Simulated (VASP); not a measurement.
Input of a VASP 6.6.1 run:

The input INCAR:

```
ALGO = Normal
EDIFF = 1E-7
ENCUT = 520
GGA = PE
ISIF = 2
ISMEAR = -1
LASPH = T
LCHARG = T
LELF = T
LREAL = F
LVHAR = T
LWAVE = F
NBANDS = 14
NELM = 80
PREC = Accurate
SIGMA = 0.08
```

KPOINTS

```
k-points
0
Gamma
  13 13 13
```

Contents of POSCAR:

```
AlNi
1.0
    0.0000000000      2.3873949793      2.3873949793
    2.3873949793      0.0000000000      2.3873949793
    2.3873949793      2.3873949793      0.0000000000
Ni Al
1 1
Direct
    0.0000000000      0.0000000000      0.0000000000
    0.2500000000      0.2500000000      0.2500000000
```

Potentials or basis: VASP PAW PBE potentials, release 64 (Ni, Al).

Launch:

```bash
$ cat potpaw_PBE.64/Ni/POTCAR potpaw_PBE.64/Al/POTCAR > POTCAR
$ mpirun -np 1 vasp_std > vasp.out
```

Predict the pressure.

45.9 GPa.

Spin polarisation is off, so any magnetic state and its effect on volume and gap are missing.
